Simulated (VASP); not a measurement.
# PtS2 in VASP: a series of runs

Runs on PtS2. Level: PBE+D3(BJ). Tasks: single point.

All numbers are computed with VASP 6.6.1; they aren't measurements. Logs are shortened: lines on timing, memory, paths and dates and some standing lists are left out, and cuts for length are marked.

**1. The cell of the first run**

The cell holds a slab with vacuum, 6 atoms: a = 3.542 Å, b = 3.542 Å, c = 22.467 Å, α = 90.00°, β = 90.00°, γ = 120.00°.

**2. Single point, PBE+D3(BJ) (layers slid over each other)**

The input, INCAR:

```
PREC = Accurate ; ENCUT = 520
EDIFF = 1E-6 ; ISMEAR = 0
SIGMA = 0.05 ; LREAL = False
LASPH = True ; NELM = 100
ALGO = Normal ; ISIF = 2
LWAVE = False ; LCHARG = False
LDIPOL = True ; IDIPOL = 3
DIPOL = 0.5 0.5 0.376 ; GGA = PE
IVDW = 12 ; NBANDS = 31
```

The input, KPOINTS:

```
regular mesh
0
Gamma
  9 9 1
```

The input, POSCAR:

```
PtS2
1.0
    3.5415278079      0.0000000000      0.0000000000
   -1.7707639039      3.0670530498      0.0000000000
    0.0000000000      0.0000000000     22.4670615492
S Pt
4 2
Direct
    0.6666666667      0.3333333333      0.2002932155
    0.3333333333      0.6666666667      0.3108341854
    0.5555555556      0.4444444444      0.4416924195
    0.8888888889      0.1111111111      0.5522333894
    0.0000000000      0.0000000000      0.2555637004
    1.2222222222      0.7777777778      0.4969629044
```

Potentials or basis: VASP PAW PBE potentials, release 64 (S, Pt).

On the command line:

```console
$ cat potpaw_PBE.64/S/POTCAR potpaw_PBE.64/Pt/POTCAR > POTCAR
$ mpirun -np 1 vasp_std > vasp.out
```

OUTCAR:

```text
PREC = Accurate
   ENCUT = 520
   EDIFF = 1E-6
   ISMEAR = 0
   LREAL = False
   LASPH = True
   NELM = 100
   ISIF = 2
   GGA = PE
   IVDW = 12
 IVDW          = 12

 ion  position               nearest neighbor table
   1  0.667  0.333  0.200-   5 2.39   5 2.39   5 2.39
   2  0.333  0.667  0.311-   5 2.39   5 2.39   5 2.39
   3  0.556  0.444  0.442-   6 2.39   6 2.39   6 2.39
   4  0.889  0.111  0.552-   6 2.39   6 2.39   6 2.39
   5  0.000  0.000  0.256-   1 2.39   1 2.39   1 2.39   2 2.39   2 2.39   2 2.39
   6  0.222  0.778  0.497-   3 2.39   3 2.39   3 2.39   4 2.39   4 2.39   4 2.39

  LATTYP: Found a hexagonal cell.
 ALAT       =     3.5415278079
 C/A-ratio  =     6.3438896340

  Lattice vectors:

 A1 = (   3.5415278079,   0.0000000000,   0.0000000000)
 A2 = (  -1.7707639039,   3.0670530498,   0.0000000000)
 A3 = (   0.0000000000,   0.0000000000,  22.4670615492)

Analysis of symmetry for initial positions (statically):
=====================================================================
 Subroutine PRICEL returns:
 Original cell was already a primitive cell.

 Routine SETGRP: Setting up the symmetry group for a
 hexagonal supercell.

 Subroutine GETGRP returns: Found  2 space group operations
 (whereof  2 operations were pure point group operations)
 out of a pool of 24 trial point group operations.

The static configuration has the point symmetry C_1h.

Analysis of symmetry for dynamics (positions and initial velocities):
=====================================================================
 Subroutine PRICEL returns:
 Original cell was already a primitive cell.

 Routine SETGRP: Setting up the symmetry group for a
 hexagonal supercell.

 Subroutine GETGRP returns: Found  2 space group operations
 (whereof  2 operations were pure point group operations)
 out of a pool of 24 trial point group operations.

The dynamic configuration has the point symmetry C_1h.

 Subroutine INISYM returns: Found  2 space group operations
 (whereof  2 operations are pure point group operations),
 and found     1 'primitive' translations

----------------------------------------------------------------------------------------

                                     Primitive cell

  volume of cell :     244.0384

  direct lattice vectors                    reciprocal lattice vectors
     3.541527808  0.000000000  0.000000000     0.282364012  0.163022938  0.000000000
    -1.770763904  3.067053050  0.000000000     0.000000000  0.326045877  0.000000000
     0.000000000  0.000000000 22.467061549     0.000000000  0.000000000  0.044509603

  length of vectors
     3.541527808  3.541527808 22.467061549     0.326045877  0.326045877  0.044509603

  position of ions in fractional coordinates (direct lattice)
     0.666666667  0.333333333  0.200293215
     0.333333333  0.666666667  0.310834185
     0.555555556  0.444444444  0.441692420
     0.888888889  0.111111111  0.552233389
     0.000000000  0.000000000  0.255563700
     0.222222222  0.777777778  0.496962904

  ion indices of the primitive-cell ions
   primitive index   ion index
                 1           1
                 2           2
                 3           3
                 4           4
                 5           5
                 6           6

----------------------------------------------------------------------------------------

 KPOINTS: regular mesh

Automatic generation of k-mesh.
 Grid dimensions read from file:
 generate k-points for:    9    9    1

 Generating k-lattice:

  Cartesian coordinates                     Fractional coordinates (reciprocal lattice)
     0.031373779  0.018113660  0.000000000     0.111111111 -0.000000000  0.000000000
     0.000000000  0.036227320  0.000000000     0.000000000  0.111111111  0.000000000
     0.000000000  0.000000000  0.044509603     0.000000000  0.000000000  1.000000000

  Length of vectors
     0.036227320  0.036227320  0.044509603

  Shift w.r.t. Gamma in fractional coordinates (k-lattice)
     0.000000000  0.000000000  0.000000000

 Subroutine IBZKPT returns following result:
 ===========================================

 Found     25 irreducible k-points:

 Following reciprocal coordinates:
            Coordinates               Weight
  0.000000  0.000000  0.000000      1.000000
  0.111111 -0.000000  0.000000      4.000000
 -0.111111  0.111111  0.000000      2.000000
  0.222222  0.000000  0.000000      4.000000
 -0.222222  0.222222  0.000000      2.000000
  0.333333 -0.000000  0.000000      4.000000
[... 16 lines left out ...]
 -0.222222 -0.444444  0.000000      4.000000
  0.444444  0.333333  0.000000      4.000000
   k-points           NKPTS =     25   k-points in BZ     NKDIM =     25   number of bands    NBANDS=     31
   number of dos      NEDOS =    301   number of ions     NIONS =      6
   total plane-waves  NPLWV = 131712
   dimension x,y,z NGX =    28 NGY =   28 NGZ =  168
   dimension x,y,z NGXF=    56 NGYF=   56 NGZF=  336
   ions per type =               4   2
   NGX,Y,Z   is equivalent  to a cutoff of  13.14, 13.14, 12.43 a.u.
   NGXF,Y,Z  is equivalent  to a cutoff of  26.29, 26.29, 24.86 a.u.
 SYSTEM =  unknown system
   PREC   = accura    normal or accurate (medium, high low for compatibility)
   ISTART =      0    job   : 0-new  1-cont  2-samecut
   ICHARG =      2    charge: 1-file 2-atom 10-const
   ISPIN  =      1    spin polarized calculation?
   LNONCOLLINEAR =      F non collinear calculations
   LSORBIT =      F    spin-orbit coupling
   LASPH  =      T    aspherical Exc in radial PAW
   ENCUT  =  520.0 eV  38.22 Ry    6.18 a.u.   6.58  6.58 41.77*2*pi/ulx,y,z
   NELM   =    100;   NELMIN=  2; NELMDL= -5     # of ELM steps
   EDIFF  = 0.1E-05   stopping-criterion for ELM
   LREAL  =      F    real-space projection
   EDIFFG = 0.1E-04   stopping-criterion for IOM
   NSW    =      0    number of steps for IOM
   IBRION =     -1    ionic relax: 0-MD 1-quasi-New 2-CG
   NFREE  =      0    steps in history (QN), initial steepest desc. (CG)
   ISIF   =      2    stress and relaxation
   ISYM   =      2    0-nonsym 1-usesym 2-fastsym
   POTIM  = 0.5000    time-step for ionic-motion
   TEBEG  =    0.0;   TEEND  =   0.0 temperature during run
   PSTRESS=    0.0 pullay stress
   NELECT =      44.0000    total number of electrons
   NUPDOWN=      -1.0000    fix difference up-down
   EMIN   =  10.00;   EMAX   =-10.00  energy-range for DOS
   EFERMI =   0.00;   METHOD = LEGACY
   ISMEAR =     0;   SIGMA  =   0.05  broadening in eV -4-tet -1-fermi 0-gaus
   EFERMI_NEDOS =   21; number of points for ismear=-14 and -15
   IALGO  =     38    algorithm
   IMIX   =      4    mixing-type and parameters
     AMIX     =   0.40;   BMIX     =  1.00
     AMIX_MAG =   1.60;   BMIX_MAG =  1.00
  volume/ion in A,a.u.               =      40.67       274.48
  Fermi-wavevector in a.u.,A,eV,Ry     =   0.924854  1.747720 11.637800  0.855354
  Thomas-Fermi vector in A             =   2.050645
   LORBIT       =      0    0 simple, 1 ext, 2 COOP (PROOUT), +10 PAW based schemes
   GGA     = PE    functional components
   LHFCALC =     F    Hartree Fock is set to
   AEXX    =    0.0000 exact exchange contribution
   IVDW    =    12    specifies the selected vdW correction
   LEPSILON=     F    determine dielectric tensor
   LRPA    =     F    only Hartree local field effects (RPA)
 non-spin polarized calculation
 Gauss-broadening in eV      SIGMA  =   0.05
  energy-cutoff  :      520.00
  volume of cell :      244.04
 maximum number of plane-waves:      6671
   NGX = 13   NGY = 13   NGZ = 83

 number of electron      44.0000000 magnetization

 dipolmoment           0.000000      0.000000     -0.003297 electrons x Angstroem

 Free energy of the ion-electron system (eV)
  ---------------------------------------------------
  ext. energy  EPLUGINS =         0.00000000
  ---------------------------------------------------
  free energy    TOTEN  =       -30.83547792 eV

  energy without entropy =      -30.83547792  energy(sigma->0) =      -30.83547792

 E-fermi :  -0.1420     XC(G=0):  -5.4059

 val. band max:       -0.3558621595   @ k =   0.1111   0.1111   0.0000
 cond. band min:       0.8176694362   @ k =   0.2222   0.0000   0.0000
 fundamental gap:      1.1735315957
 Fermi energy:        -0.1420469138

 k-point     1 :       0.0000    0.0000    0.0000
  band No.  band energies     occupation
      1     -14.9730      2.00000
      2     -14.8430      2.00000
      3     -12.8402      2.00000
      4     -12.5810      2.00000
      5      -6.4362      2.00000
      6      -6.4157      2.00000
[... 23 lines left out ...]
     30       5.3119      0.00000
     31       5.5665      0.00000

 k-point     2 :       0.1111   -0.0000    0.0000
  band No.  band energies     occupation
      1     -14.8193      2.00000
      2     -14.6886      2.00000
      3     -12.8614      2.00000
      4     -12.6215      2.00000
      5      -6.4722      2.00000
      6      -6.3634      2.00000
[... 23 lines left out ...]
     30       5.9115      0.00000
     31       5.9585      0.00000

 k-point     3 :      -0.1111    0.1111    0.0000
  band No.  band energies     occupation
      1     -14.8187      2.00000
      2     -14.6890      2.00000
      3     -12.8600      2.00000
      4     -12.6230      2.00000
      5      -6.4754      2.00000
      6      -6.3649      2.00000
[... 23 lines left out ...]
     30       5.9079      0.00000
     31       5.9668      0.00000

 k-point     4 :       0.2222    0.0000    0.0000
  band No.  band energies     occupation
      1     -14.3935      2.00000
      2     -14.2615      2.00000
      3     -12.9170      2.00000
      4     -12.7234      2.00000
      5      -6.4537      2.00000
      6      -6.2449      2.00000
[... 23 lines left out ...]
     30       5.9133      0.00000
     31       6.7055      0.00000

 k-point     5 :      -0.2222    0.2222    0.0000
  band No.  band energies     occupation
      1     -14.3904      2.00000
      2     -14.2637      2.00000
      3     -12.9114      2.00000
      4     -12.7292      2.00000
      5      -6.4589      2.00000
      6      -6.2450      2.00000
[... 23 lines left out ...]
     30       5.9839      0.00000
     31       6.7124      0.00000
[... 542 lines left out ...]
     30       6.9333      0.00000
     31       7.5861      0.00000

 k-point    22 :       0.3333    0.2222    0.0000
  band No.  band energies     occupation
      1     -13.2001      2.00000
      2     -13.0696      2.00000
      3     -12.9898      2.00000
      4     -12.9077      2.00000
      5      -6.7002      2.00000
      6      -6.6156      2.00000
[... 23 lines left out ...]
     30       7.6223      0.00000
     31       7.9404      0.00000

 k-point    23 :      -0.2222   -0.4444    0.0000
  band No.  band energies     occupation
      1     -13.1919      2.00000
      2     -13.0724      2.00000
      3     -12.9904      2.00000
      4     -12.9123      2.00000
      5      -6.7036      2.00000
      6      -6.6176      2.00000
[... 23 lines left out ...]
     30       7.5998      0.00000
     31       7.8856      0.00000

 k-point    24 :       0.4444    0.3333    0.0000
  band No.  band energies     occupation
      1     -13.1775      2.00000
      2     -13.0792      2.00000
      3     -12.9878      2.00000
      4     -12.9221      2.00000
      5      -6.6979      2.00000
      6      -6.6283      2.00000
[... 23 lines left out ...]
     30       7.5740      0.00000
     31       7.9241      0.00000

 [... further k-points ...]

------------------------ aborting loop because EDIFF is reached ----------------------------------------

 vacuum level on the upper side and lower side of the slab       (xc-potential included)        -0.326        -0.283

 Edisp (eV)   -1.98777

 E8    (eV) :    -0.8238

  FORCE on cell =-STRESS in cart. coord.  units (eV):
  Direction    XX          YY          ZZ          XY          YZ          ZX
  --------------------------------------------------------------------------------------
  -------------------------------------------------------------------------------------
  Total      -0.24047    -0.37611    -0.38926    -0.11747    -0.23565     0.40815
  in kB      -1.57872    -2.46927    -2.55562    -0.77124    -1.54708     2.67961
  external pressure =       -2.20 kB  Pullay stress =        0.00 kB

 VOLUME and BASIS-vectors are now :
 -----------------------------------------------------------------------------
  energy-cutoff  :      520.00
  volume of cell :      244.04
      direct lattice vectors                 reciprocal lattice vectors
     3.541527808  0.000000000  0.000000000     0.282364012  0.163022938  0.000000000
    -1.770763904  3.067053050  0.000000000     0.000000000  0.326045877  0.000000000
     0.000000000  0.000000000 22.467061549     0.000000000  0.000000000  0.044509603

 POSITION                                       TOTAL-FORCE (eV/Angst)
 -----------------------------------------------------------------------------------
      1.77076      1.02235      4.50000        -0.048038      0.027735      0.025889
     -0.00000      2.04470      6.98353        -0.132434      0.076461     -0.135962
      1.18051      1.36313      9.92353         0.109885     -0.063442      0.115570
      2.95127      0.34078     12.40706         0.024226     -0.013987     -0.029503
      0.00000      0.00000      5.74177         0.066158     -0.038196      0.104384
     -0.59025      2.38549     11.16530        -0.019797      0.011430     -0.080377
 -----------------------------------------------------------------------------------
    total drift:                               -0.000094      0.000054     -0.001205

  FREE ENERGIE OF THE ION-ELECTRON SYSTEM (eV)
  ---------------------------------------------------
  free  energy   TOTEN  =       -32.8232433553 eV

  energy  without entropy=      -32.8232433553  energy(sigma->0) =      -32.82324336

 vacuum level on the upper side and lower side of the slab         5.197         5.241
```

Run time: 2.5 min. Hardware: 1 thread of AMD EPYC 9R45 (Zen 5), shared host; peak memory 0.41 GiB.

What came out:

```
Free energy                : -32.8232 eV
Largest force              : 0.205 eV/Å
Band gap on the k mesh     : 1.17 eV (least direct gap 1.35 eV)
Dispersion energy per atom : -0.331 eV
```

Forces in eV/Å, atoms in the order of the input:
```
S   -0.048  0.028  0.026
S   -0.132  0.076 -0.136
S    0.110 -0.063  0.116
S    0.024 -0.014 -0.030
Pt   0.066 -0.038  0.104
Pt  -0.020  0.011 -0.080
```

Caveat: the cell differs from its parent crystal (layers slid over each other); spin-orbit coupling is left out, which moves the levels of the heavy elements.

(Part 1 of 2 ends here.)
